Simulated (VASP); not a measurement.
A run of VASP 6.6.1 is set up as follows.

INCAR

```
ALGO = Normal
EDIFF = 1E-6
ENCUT = 520
GGA = PE
ISIF = 2
ISMEAR = 0
LASPH = True
LCHARG = False
LREAL = False
LWAVE = False
NBANDS = 30
NELM = 100
PREC = Accurate
SIGMA = 0.02
```

File KPOINTS:

```
k-points
0
Gamma
  6 6 6
```

POSCAR

```
CsPbCl3
1.0
    5.7352728011      0.0000000000      0.0000000000
    0.0000000000      5.7352728011      0.0000000000
    0.0000000000      0.0000000000      5.7352728011
Cs Pb Cl
1 1 3
Direct
    0.0000000000      0.0000000000      0.0000000000
    0.5000000000      0.5000000000      0.5000000000
    0.5000000000      0.5000000000      0.0000000000
    0.0000000000      0.5000000000      0.5000000000
    0.5000000000      0.0000000000      0.5000000000
```

Potentials or basis: VASP PAW PBE potentials, release 64 (Cs_sv, Pb_d, Cl).

Run with:

```sh
$ cat potpaw_PBE.64/Cs_sv/POTCAR potpaw_PBE.64/Pb_d/POTCAR potpaw_PBE.64/Cl/POTCAR > POTCAR
$ mpirun -np 1 vasp_std > vasp.out
```

Predict the band gap on the k mesh.

2.22 eV, direct.

What does it give for the pressure?

0.0 GPa.

Caveat: spin-orbit coupling is left out, which moves the levels of the heavy elements. As with any semilocal functional, this PBE gap is likely too small.
